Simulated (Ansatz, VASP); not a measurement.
# Zn2CdSe3 in VASP and in Ansatz

```
CELL_PARAMETERS angstrom
-2.72098 2.72098 5.21431
2.72098 -2.72098 5.21431
2.72098 2.72098 -5.21431
ATOMIC_POSITIONS crystal
Zn 0.50000 0.00000 0.50000
Zn 0.00000 0.50000 0.50000
Cd 0.00000 0.00000 0.00000
Se 0.75576 0.75576 0.00000
Se 0.24424 0.24424 0.00000
Se 0.50000 0.50000 0.00000
```

Alike in both runs: functional PBE; k mesh 10 × 10 × 10; occupations gaussian, width 0.1 eV; no spin polarisation.

Ansatz relaxed the structure, and its values are those at the end. VASP's run is a single point on that final structure, the one shown.

```csv
,VASP,Ansatz
version,VASP 6.6.1,Ansatz 0.2.0
potentials or method,"VASP PAW PBE potentials, release 64 (Zn, Cd, Se), cutoff 520 eV","scalar-relativistic, plane waves, PAW"
valence electrons in the cell,54,92
```

```csv
,VASP,Ansatz,Ansatz less VASP
gap on the k mesh at the Fermi level (eV),none,none,-
pressure (GPa),0.2,0.0,-0.17
rms of the force components (eV/Å),0.014,0.001,-0.0130
```

A gap of «none» marks a metal or a gap that the smearing closes. VASP's potentials hold 54 valence electrons a cell and Ansatz's 92, so a difference there can come from the potentials and not from the codes.
